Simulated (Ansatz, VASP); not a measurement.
# One calculation of Pb, two programs

The input POSCAR:

```
Pb
1.0
    0.0193336300      2.4628699300      2.4528113600
    2.5028571400     -0.0067465600      2.4788915500
    2.4813249000      2.4674178800      0.0147856800
Pb
1
Direct
    0.0000000000      0.0000000000      0.0000000000
```

The input INCAR.step1:

```
ALGO = Normal
EDIFF = 1E-4
ENCUT = 520
GGA = PE
ISMEAR = -1
LASPH = True
LCHARG = False
LREAL = False
LWAVE = True
NBANDS = 13
NELM = 60
PREC = Accurate
SIGMA = 0.05
```

Contents of INCAR.step2:

```
ALGO = Normal
EDIFF = 1E-6
ENCUT = 520
ISIF = 2
ISMEAR = -1
ISTART = 1
LASPH = True
LCHARG = True
LELF = True
LMIXTAU = True
LREAL = False
LVHAR = True
LWAVE = False
METAGGA = R2SCAN
NBANDS = 13
NELM = 60
PREC = Accurate
SIGMA = 0.05
```

KPOINTS

```
k-points
0
Gamma
  5 5 5
```

input.yaml

```yaml
crystal:
  lattice:
    - [0.01933363, 2.46286993, 2.45281136]
    - [2.50285714, -0.00674656, 2.47889155]
    - [2.4813249, 2.46741788, 0.01478568]
  atoms:
    - { symbol: Pb, position: [0.0, 0.0, 0.0] }
hamiltonian:
  xc: r2scan
  pseudopotentials: { kind: paw }
kpoints:
  mp_grid: { grid: [5, 5, 5] }
  band_path:
    path:
      - [[0.0, -0.5, 0.0], [0.0, 0.0, 0.0], [0.5, 0.5, 0.5]]
      - [[0.5, 0.0, 0.5], [0.0, 0.0, 0.0], [-0.5, 0.0, 0.0]]
      - [[-0.5, -0.5, 0.0], [0.0, 0.0, 0.0], [0.0, 0.5, 0.5]]
      - [[0.0, 0.0, 0.5], [0.0, 0.0, 0.0]]
    npoints: 14
scf:
  occupations: { method: fermi_dirac, width: 0.05 }
  n_extra_bands: 6
output:
  forces: true
  stress: true
  eigenvalues: true
  fatbands: false
```

Alike in both runs: functional r2SCAN; k mesh 5 × 5 × 5; occupations fermi-dirac, width 0.05 eV; no spin polarisation.

```csv
,VASP,Ansatz
version,VASP 6.6.1,Ansatz 0.2.0
potentials or method,"VASP PAW PBE potentials, release 64 (Pb_d)",Ansatz PAW
plane-wave cutoff (eV),520,500
valence electrons in the cell,14,14
task,single point,band structure
```

|  | VASP | Ansatz | Ansatz less VASP |
| --- | --- | --- | --- |
| gap on the k mesh at the Fermi level (eV) | none | none | - |
| pressure (GPa) | 1.1 | 1.1 | +0.01 |
| traceless stress, the component that is largest in VASP (GPa) | 0.61 | 0.61 | +0.001 |

VASP's potentials were made for PBE, not for r2SCAN. A gap of «none» marks a metal or a gap that the smearing closes. The functional is the same, so the differences come from potentials, cutoffs and numerics.

The k mesh is coarse, so the values compare programs but aren't converged. Neither program's run includes spin-orbit coupling.
